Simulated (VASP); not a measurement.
Sn3Te: single point with r2SCAN

The system is Sn3Te.

```xyz
4
Lattice="4.9297 0.0000 0.0000 0.0000 4.9297 0.0000 0.0000 0.0000 4.9297" Properties=species:S:1:pos:R:3 pbc="T T T"
Te    0.0000    0.0000    0.0000
Sn    0.0000    2.4648    2.4648
Sn    2.4648    0.0000    2.4648
Sn    2.4648    2.4648    0.0000
```

```
Program             : VASP 6.6.1
Task                : single point
Functional          : r2SCAN
Potentials or basis : VASP PAW PBE potentials, release 64 (Te, Sn_d)
Cutoff              : 520 eV
k mesh              : 6 × 6 × 6
Occupations         : fermi-dirac, width 0.05 eV
Spin                : no spin polarisation
```

```yaml
Pressure: -1.9 GPa
Band_gap_on_the_k_mesh: zero (band 24 reaches 9.93 eV, above the bottom of band 25 at 6.91 eV)
```

Levels at points of the mesh, in eV from the Fermi level:
```
           k point  band 20  band 21  band 22  band 23  band 24  band 25  band 26  band 27  band 28  band 29
(0.00, 0.00, 0.00)    -4.29    -4.29    -4.29     0.34     0.34     0.34     1.99     1.99     1.99     5.05
(0.50, 0.00, 0.00)    -3.18    -3.18    -1.76    -1.76    -1.54    -0.15     1.87     2.15     2.38     2.38
(0.50, 0.50, 0.00)    -2.37    -2.00    -2.00    -1.82    -0.72    -0.05    -0.05     0.07     3.47     3.47
(0.50, 0.50, 0.50)    -5.21    -5.21    -5.21    -4.40     2.81     2.81     2.81     5.43     5.43     5.43
```

Run time: 4.5 min on 1 thread of AMD EPYC 9R45 (Zen 5), with other jobs on the host, peak memory 0.25 GiB.

Caveat: the PAW data sets were made with another functional, which shifts forces and pressure a little; spin-orbit coupling is left out, which moves the levels of the heavy elements.
